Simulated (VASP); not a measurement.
# BaTiO3 (P4mm) in VASP: a series of runs

The runs below take BaTiO3 through single point, with PBE.

Everything below comes from runs of VASP 6.6.1. Logs are shortened: lines on timing, memory, paths and dates and some standing lists are left out, and cuts for length are marked.

## 1. The cell of the first run

The structure is tetragonal, space group P4mm (No. 99). Conventional cell: a = 4.019 Å, b = 4.019 Å, c = 4.019 Å, α = 90.00°, β = 90.00°, γ = 90.00°. Ba (site symmetry 4mm) has 12 O at 2.84 Å and 8 Ti at 3.45 to 3.51 Å within 3.7 Å. Ti (site symmetry 4mm) has 6 O at 1.96 to 2.06 Å within 2.6 Å. Within 2.7 Å of O (site symmetry 2mm) lie 2 Ti at 2.01 Å. Within 2.6 Å of O (site symmetry 4mm) lie 2 Ti at 1.96 to 2.06 Å.

## 2. Single point, PBE (atom 2 (Ti) moved +0.050 Å along Cartesian [1 0 0])

The input, INCAR:

```
ALGO = Normal
EDIFF = 1E-7
ENCUT = 520
GGA = PE
ISIF = 2
ISMEAR = 0
LASPH = T
LCHARG = F
LREAL = F
LWAVE = F
NBANDS = 28
NELM = 60
PREC = Accurate
SIGMA = 0.05
```

The input, KPOINTS:

```
k-points
0
Gamma
  8 8 8
```

The input, POSCAR:

```
BaTiO3
1.0
    4.0192318613      0.0000000000      0.0000000000
    0.0000000000      4.0192318613      0.0000000000
    0.0000000000      0.0000000000      4.0192813205
Ba Ti O
1 1 3
Direct
    0.0000000000      0.0000000000      0.0000000000
    0.5124401880      0.5000000000      0.5000000000
    0.5000000000      0.5000000000      0.0000000000
    0.5000000000      0.0000000000      0.5000000000
    0.0000000000      0.5000000000      0.5000000000
```

Potentials or basis: VASP PAW PBE potentials, release 64 (Ba_sv, Ti_sv, O).

Started as:

```console
$ cat potpaw_PBE.64/Ba_sv/POTCAR potpaw_PBE.64/Ti_sv/POTCAR potpaw_PBE.64/O/POTCAR > POTCAR
$ mpirun -np 1 vasp_std > vasp.out
```

OUTCAR:

```text
EDIFF = 1E-7
   ENCUT = 520
   GGA = PE
   ISIF = 2
   ISMEAR = 0
   LASPH = T
   LREAL = F
   NELM = 60
   PREC = Accurate

 ion  position               nearest neighbor table
   1  0.000  0.000  0.000-   3 2.84   3 2.84   3 2.84   3 2.84   5 2.84   4 2.84   5 2.84   5 2.84
                             5 2.84   4 2.84   4 2.84   4 2.84   2 3.45   2 3.45   2 3.45   2 3.45
   2  0.512  0.500  0.500-   5 1.96   4 2.01   4 2.01   3 2.01   3 2.01   5 2.06   1 3.45   1 3.45
                             1 3.45   1 3.45   1 3.51   1 3.51   1 3.51   1 3.51
   3  0.500  0.500  0.000-   2 2.01   2 2.01   1 2.84   1 2.84   1 2.84   1 2.84
   4  0.500  0.000  0.500-   2 2.01   2 2.01   1 2.84   1 2.84   1 2.84   1 2.84
   5  0.000  0.500  0.500-   2 1.96   2 2.06   1 2.84   1 2.84   1 2.84   1 2.84

  LATTYP: Found a simple tetragonal cell.
 ALAT       =     4.0192318613
 C/A-ratio  =     1.0000123056

  Lattice vectors:

 A1 = (   4.0192318613,   0.0000000000,   0.0000000000)
 A2 = (   0.0000000000,   4.0192318613,   0.0000000000)
 A3 = (   0.0000000000,   0.0000000000,   4.0192813205)

Analysis of symmetry for initial positions (statically):
=====================================================================
 Subroutine PRICEL returns:
 Original cell was already a primitive cell.

 Routine SETGRP: Setting up the symmetry group for a
 simple tetragonal supercell.

 Subroutine GETGRP returns: Found  4 space group operations
 (whereof  4 operations were pure point group operations)
 out of a pool of 16 trial point group operations.

The static configuration has the point symmetry C_2v.

Analysis of symmetry for dynamics (positions and initial velocities):
=====================================================================
 Subroutine PRICEL returns:
 Original cell was already a primitive cell.

 Routine SETGRP: Setting up the symmetry group for a
 simple tetragonal supercell.

 Subroutine GETGRP returns: Found  4 space group operations
 (whereof  4 operations were pure point group operations)
 out of a pool of 16 trial point group operations.

The dynamic configuration has the point symmetry C_2v.

 Subroutine INISYM returns: Found  4 space group operations
 (whereof  4 operations are pure point group operations),
 and found     1 'primitive' translations

----------------------------------------------------------------------------------------

                                     Primitive cell

  volume of cell :      64.9284

  direct lattice vectors                    reciprocal lattice vectors
     4.019231861  0.000000000  0.000000000     0.248803760  0.000000000  0.000000000
     0.000000000  4.019231861  0.000000000     0.000000000  0.248803760  0.000000000
     0.000000000  0.000000000  4.019281321     0.000000000  0.000000000  0.248800698

  length of vectors
     4.019231861  4.019231861  4.019281321     0.248803760  0.248803760  0.248800698

  position of ions in fractional coordinates (direct lattice)
     0.000000000  0.000000000  0.000000000
     0.512440188  0.500000000  0.500000000
     0.500000000  0.500000000  0.000000000
     0.500000000  0.000000000  0.500000000
     0.000000000  0.500000000  0.500000000

  ion indices of the primitive-cell ions
   primitive index   ion index
                 1           1
                 2           2
                 3           3
                 4           4
                 5           5

----------------------------------------------------------------------------------------

 KPOINTS: k-points

Automatic generation of k-mesh.
 Grid dimensions read from file:
 generate k-points for:    8    8    8

 Generating k-lattice:

  Cartesian coordinates                     Fractional coordinates (reciprocal lattice)
     0.031100470  0.000000000  0.000000000     0.125000000  0.000000000  0.000000000
     0.000000000  0.031100470  0.000000000     0.000000000  0.125000000  0.000000000
     0.000000000  0.000000000  0.031100087     0.000000000  0.000000000  0.125000000

  Length of vectors
     0.031100470  0.031100470  0.031100087

  Shift w.r.t. Gamma in fractional coordinates (k-lattice)
     0.000000000  0.000000000  0.000000000

 Subroutine IBZKPT returns following result:
 ===========================================

 Found    125 irreducible k-points:

 Following reciprocal coordinates:
            Coordinates               Weight
  0.000000  0.000000  0.000000      1.000000
  0.125000  0.000000  0.000000      2.000000
  0.000000  0.125000  0.000000      2.000000
  0.250000  0.000000  0.000000      2.000000
  0.000000  0.250000  0.000000      2.000000
  0.375000  0.000000  0.000000      2.000000
[... 16 lines left out ...]
  0.500000  0.375000  0.000000      2.000000
 -0.375000  0.500000  0.000000      2.000000
 [... further k-points ...]
   k-points           NKPTS =    125   k-points in BZ     NKDIM =    125   number of bands    NBANDS=     28
   number of dos      NEDOS =    301   number of ions     NIONS =      5
   total plane-waves  NPLWV =  27000
   dimension x,y,z NGX =    30 NGY =   30 NGZ =   30
   dimension x,y,z NGXF=    60 NGYF=   60 NGZF=   60
   ions per type =               1   1   3
   NGX,Y,Z   is equivalent  to a cutoff of  12.41, 12.41, 12.41 a.u.
   NGXF,Y,Z  is equivalent  to a cutoff of  24.82, 24.82, 24.82 a.u.
 SYSTEM =  unknown system
   PREC   = accura    normal or accurate (medium, high low for compatibility)
   ISTART =      0    job   : 0-new  1-cont  2-samecut
   ICHARG =      2    charge: 1-file 2-atom 10-const
   ISPIN  =      1    spin polarized calculation?
   LNONCOLLINEAR =      F non collinear calculations
   LSORBIT =      F    spin-orbit coupling
   LASPH  =      T    aspherical Exc in radial PAW
   ENCUT  =  520.0 eV  38.22 Ry    6.18 a.u.   7.47  7.47  7.47*2*pi/ulx,y,z
   NELM   =     60;   NELMIN=  2; NELMDL= -5     # of ELM steps
   EDIFF  = 0.1E-06   stopping-criterion for ELM
   LREAL  =      F    real-space projection
   EDIFFG = 0.1E-05   stopping-criterion for IOM
   NSW    =      0    number of steps for IOM
   IBRION =     -1    ionic relax: 0-MD 1-quasi-New 2-CG
   NFREE  =      0    steps in history (QN), initial steepest desc. (CG)
   ISIF   =      2    stress and relaxation
   ISYM   =      2    0-nonsym 1-usesym 2-fastsym
   POTIM  = 0.5000    time-step for ionic-motion
   TEBEG  =    0.0;   TEEND  =   0.0 temperature during run
   PSTRESS=    0.0 pullay stress
   NELECT =      40.0000    total number of electrons
   NUPDOWN=      -1.0000    fix difference up-down
   EMIN   =  10.00;   EMAX   =-10.00  energy-range for DOS
   EFERMI =   0.00;   METHOD = LEGACY
   ISMEAR =     0;   SIGMA  =   0.05  broadening in eV -4-tet -1-fermi 0-gaus
   EFERMI_NEDOS =   21; number of points for ismear=-14 and -15
   IALGO  =     38    algorithm
   IMIX   =      4    mixing-type and parameters
     AMIX     =   0.40;   BMIX     =  1.00
     AMIX_MAG =   1.60;   BMIX_MAG =  1.00
  volume/ion in A,a.u.               =      12.99        87.63
  Fermi-wavevector in a.u.,A,eV,Ry     =   1.392996  2.632381 26.401274  1.940439
  Thomas-Fermi vector in A             =   2.516685
   LORBIT       =      0    0 simple, 1 ext, 2 COOP (PROOUT), +10 PAW based schemes
   GGA     = PE    functional components
   LHFCALC =     F    Hartree Fock is set to
   AEXX    =    0.0000 exact exchange contribution
   IVDW    =     0    specifies the selected vdW correction
   LEPSILON=     F    determine dielectric tensor
   LRPA    =     F    only Hartree local field effects (RPA)
 non-spin polarized calculation
 Gauss-broadening in eV      SIGMA  =   0.05
  energy-cutoff  :      520.00
  volume of cell :       64.93
 maximum number of plane-waves:      1775
 NGX is ok and might be reduce to    30
   NGX = 15   NGY = 15   NGZ = 15

 number of electron      39.9999978 magnetization

 Free energy of the ion-electron system (eV)
  ---------------------------------------------------
  ext. energy  EPLUGINS =         0.00000000
  ---------------------------------------------------
  free energy    TOTEN  =       -39.98287062 eV

  energy without entropy =      -39.98287062  energy(sigma->0) =      -39.98287062

 E-fermi :   3.9850     XC(G=0): -11.1934

 val. band max:        3.7453411993   @ k =   0.5000   0.5000   0.5000
 cond. band min:       5.4680307823   @ k =   0.0000   0.0000   0.0000
 fundamental gap:      1.7226895830
 Fermi energy:         3.9850345076

 k-point     1 :       0.0000    0.0000    0.0000
  band No.  band energies     occupation
      1     -52.9364      2.00000
      2     -29.1463      2.00000
      3     -29.1411      2.00000
      4     -29.1411      2.00000
      5     -21.1083      2.00000
      6     -13.1264      2.00000
[... 20 lines left out ...]
     27       8.7730      0.00000
     28      10.9807      0.00000

 k-point     2 :       0.1250    0.0000    0.0000
  band No.  band energies     occupation
      1     -52.9362      2.00000
      2     -29.1536      2.00000
      3     -29.1409      2.00000
      4     -29.1409      2.00000
      5     -21.0924      2.00000
      6     -13.1302      2.00000
[... 20 lines left out ...]
     27       9.0758      0.00000
     28      11.3546      0.00000

 k-point     3 :       0.0000    0.1250    0.0000
  band No.  band energies     occupation
      1     -52.9362      2.00000
      2     -29.1484      2.00000
      3     -29.1460      2.00000
      4     -29.1409      2.00000
      5     -21.0924      2.00000
      6     -13.1336      2.00000
[... 20 lines left out ...]
     27       9.0734      0.00000
     28      11.3527      0.00000

 k-point     4 :       0.2500    0.0000    0.0000
  band No.  band energies     occupation
      1     -52.9359      2.00000
      2     -29.1710      2.00000
      3     -29.1402      2.00000
      4     -29.1402      2.00000
      5     -21.0533      2.00000
      6     -13.1835      2.00000
[... 20 lines left out ...]
     27       9.8726      0.00000
     28      12.0454      0.00000

 k-point     5 :       0.0000    0.2500    0.0000
  band No.  band energies     occupation
      1     -52.9359      2.00000
      2     -29.1657      2.00000
      3     -29.1454      2.00000
      4     -29.1402      2.00000
      5     -21.0533      2.00000
      6     -13.1923      2.00000
[... 20 lines left out ...]
     27       9.8715      0.00000
     28      12.0481      0.00000

 k-point     6 :       0.3750    0.0000    0.0000
  band No.  band energies     occupation
      1     -52.9356      2.00000
      2     -29.1883      2.00000
      3     -29.1395      2.00000
      4     -29.1395      2.00000
      5     -21.0135      2.00000
      6     -13.2786      2.00000
[... 463 lines left out ...]
      5     -20.9608      2.00000
      6     -13.0797      2.00000
[... 20 lines left out ...]
     27      12.2452      0.00000
     28      12.3955      0.00000

 k-point    22 :       0.3750    0.3750    0.0000
  band No.  band energies     occupation
      1     -52.9348      2.00000
      2     -29.1858      2.00000
      3     -29.1805      2.00000
      4     -29.1380      2.00000
      5     -20.9467      2.00000
      6     -12.9162      2.00000
[... 20 lines left out ...]
     27      11.9606      0.00000
     28      13.0361      0.00000

 k-point    23 :       0.5000    0.3750    0.0000
  band No.  band energies     occupation
      1     -52.9346      2.00000
      2     -29.1928      2.00000
      3     -29.1800      2.00000
      4     -29.1377      2.00000
      5     -20.9350      2.00000
      6     -12.8600      2.00000
[... 20 lines left out ...]
     27      11.7053      0.00000
     28      13.2622      0.00000

 k-point    24 :      -0.3750    0.5000    0.0000
  band No.  band energies     occupation
      1     -52.9346      2.00000
      2     -29.1874      2.00000
      3     -29.1854      2.00000
      4     -29.1377      2.00000
      5     -20.9350      2.00000
      6     -12.8641      2.00000
[... 20 lines left out ...]
     27      11.7010      0.00000
     28      13.2749      0.00000

 [... further k-points ...]

------------------------ aborting loop because EDIFF is reached ----------------------------------------

  FORCE on cell =-STRESS in cart. coord.  units (eV):
  Direction    XX          YY          ZZ          XY          YZ          ZX
  --------------------------------------------------------------------------------------
  -------------------------------------------------------------------------------------
  Total        0.8188115      0.7098906      0.7089638      0.0000000      0.0000000      0.0000000
  in kB       20.2050533     17.5173126     17.4944425      0.0000000      0.0000000      0.0000000
  external PRESSURE =      18.4056028 kB  Pullay stress =       0.0000000 kB

 VOLUME and BASIS-vectors are now :
 -----------------------------------------------------------------------------
  energy-cutoff  :      520.00
  volume of cell :       64.93
      direct lattice vectors                 reciprocal lattice vectors
     4.019231861  0.000000000  0.000000000     0.248803760  0.000000000  0.000000000
     0.000000000  4.019231861  0.000000000     0.000000000  0.248803760  0.000000000
     0.000000000  0.000000000  4.019281321     0.000000000  0.000000000  0.248800698

 POSITION                                       TOTAL-FORCE (eV/Angst)
 -----------------------------------------------------------------------------------
      0.00000      0.00000      0.00000         0.166862      0.000000      0.000000
      2.05962      2.00962      2.00964         0.031221      0.000000      0.000000
      2.00962      2.00962      0.00000         0.036050      0.000000      0.000000
      2.00962      0.00000      2.00964         0.036033      0.000000      0.000000
      0.00000      2.00962      2.00964        -0.270167      0.000000      0.000000
 -----------------------------------------------------------------------------------
    total drift:                               -0.000108      0.000000     -0.000002

  FREE ENERGIE OF THE ION-ELECTRON SYSTEM (eV)
  ---------------------------------------------------
  free  energy   TOTEN  =       -39.9828706213 eV

  energy  without entropy=      -39.9828706213  energy(sigma->0) =      -39.98287062
```

Wall time 2.7 min (1 thread of AMD EPYC 7R43 (Zen 3), shared host); peak memory 0.3 GiB.

What came out:

```yaml
Free_energy: -39.9829 eV
Pressure: 1.8 GPa
Largest_force: 0.270 eV/Å
Band_gap_on_the_k_mesh: 1.72 eV (least direct gap 1.91 eV)
```

Forces on the atoms (eV/Å):
```
Ba   0.167  0.000  0.000
Ti   0.031  0.000  0.000
O    0.036  0.000  0.000
O    0.036  0.000  0.000
O   -0.270  0.000  0.000
```

Levels at points of the mesh, in eV from the valence-band top:
| k point | band 16 | band 17 | band 18 | band 19 | band 20 | band 21 | band 22 | band 23 | band 24 | band 25 |
| --- | --- | --- | --- | --- | --- | --- | --- | --- | --- | --- |
| (0.00, 0.00, 0.00) | -1.10 | -1.08 | -0.19 | -0.19 | -0.19 | 1.72 | 1.77 | 1.77 | 3.83 | 3.85 |
| (0.50, 0.00, 0.00) | -1.89 | -1.84 | -1.84 | -0.71 | -0.71 | 1.88 | 3.44 | 3.44 | 3.83 | 5.82 |
| (0.00, 0.50, 0.00) | -1.92 | -1.81 | -1.76 | -0.76 | -0.74 | 1.92 | 3.42 | 3.43 | 3.85 | 5.79 |
| (0.50, 0.50, 0.00) | -2.65 | -1.72 | -0.88 | -0.88 | -0.10 | 3.43 | 3.45 | 3.84 | 4.66 | 7.53 |
| (0.00, 0.00, 0.50) | -1.92 | -1.81 | -1.76 | -0.76 | -0.74 | 1.92 | 3.42 | 3.43 | 3.85 | 5.79 |
| (0.50, 0.00, 0.50) | -2.65 | -1.72 | -0.88 | -0.88 | -0.11 | 3.43 | 3.45 | 3.84 | 4.66 | 7.53 |
| (0.00, 0.50, 0.50) | -2.65 | -1.74 | -0.91 | -0.91 | -0.09 | 3.44 | 3.44 | 3.84 | 4.65 | 7.52 |
| (0.50, 0.50, 0.50) | -2.42 | -2.41 | -0.02 | -0.02 | 0.00 | 4.08 | 4.08 | 4.08 | 6.62 | 6.66 |

Caveat: the cell differs from its parent crystal (atom 2 (Ti) moved +0.050 Å along Cartesian [1 0 0]); spin-orbit coupling is left out, which moves the levels of the heavy elements.

## 3. Single point, PBE (atom 2 (Ti) moved +0.017 Å along Cartesian [1 0 0])

The input, INCAR:

```
SYSTEM = BaTiO3
  ALGO = Normal
  EDIFF = 1E-6
  ENCUT = 520
  GGA = PE
  ISIF = 2
  ISMEAR = 0
  LASPH = .True.
  LCHARG = .False.
  LREAL = .False.
  LWAVE = .False.
  NBANDS = 28
  NELM = 100
  PREC = Accurate
  SIGMA = 0.05
```

The input, KPOINTS:

```
k-points
0
Gamma
  8 8 8
  0 0 0
```

POSCAR, as its differences from that of step 2:

```diff
@@ -9,3 +9,3 @@
     0.0000000000      0.0000000000      0.0000000000
-    0.5124401880      0.5000000000      0.5000000000
+    0.5041550228      0.5000000000      0.5000000000
     0.5000000000      0.5000000000      0.0000000000
```

Potentials or basis: VASP PAW PBE potentials, release 64 (Ba_sv, Ti_sv, O).

Started as:

```console
$ cat potpaw_PBE.64/Ba_sv/POTCAR potpaw_PBE.64/Ti_sv/POTCAR potpaw_PBE.64/O/POTCAR > POTCAR
$ mpirun -np 1 vasp_std > vasp.out
```

It took 2.6 min on 1 thread of AMD EPYC 7R43 (Zen 3), shared host; peak memory 0.3 GiB.

It converged, with:

| Quantity | Value |
| --- | --- |
| Free energy | -39.9819 eV |
| Pressure | 1.7 GPa |
| Largest force | 0.096 eV/Å |
| Band gap on the k mesh | 1.72 eV (least direct gap 1.88 eV) |

Forces on the atoms (eV/Å):
```
Ba   0.056  0.000  0.000
Ti   0.018  0.000  0.000
O    0.011  0.000  0.000
O    0.011  0.000  0.000
O   -0.096  0.000  0.000
```

Levels at points of the mesh, in eV from the valence-band top:
| k point | band 17 | band 18 | band 19 | band 20 | band 21 | band 22 | band 23 | band 24 |
| --- | --- | --- | --- | --- | --- | --- | --- | --- |
| (0.00, 0.00, 0.00) | -1.07 | -0.16 | -0.16 | -0.16 | 1.72 | 1.73 | 1.73 | 3.82 |
| (0.50, 0.00, 0.00) | -1.82 | -1.82 | -0.71 | -0.71 | 1.87 | 3.42 | 3.42 | 3.82 |
| (0.00, 0.50, 0.00) | -1.81 | -1.80 | -0.72 | -0.72 | 1.88 | 3.42 | 3.42 | 3.83 |
| (0.50, 0.50, 0.00) | -1.72 | -0.88 | -0.88 | -0.09 | 3.43 | 3.43 | 3.84 | 4.65 |
| (0.00, 0.00, 0.50) | -1.81 | -1.80 | -0.72 | -0.72 | 1.88 | 3.42 | 3.42 | 3.83 |
| (0.50, 0.00, 0.50) | -1.72 | -0.88 | -0.88 | -0.09 | 3.43 | 3.43 | 3.84 | 4.65 |
| (0.00, 0.50, 0.50) | -1.73 | -0.88 | -0.88 | -0.09 | 3.43 | 3.43 | 3.84 | 4.65 |
| (0.50, 0.50, 0.50) | -2.41 | 0.00 | 0.00 | 0.00 | 4.08 | 4.08 | 4.08 | 6.66 |

Caveat: the cell differs from its parent crystal (atom 2 (Ti) moved +0.017 Å along Cartesian [1 0 0]); spin-orbit coupling is left out, which moves the levels of the heavy elements. A k mesh can miss the band edges.
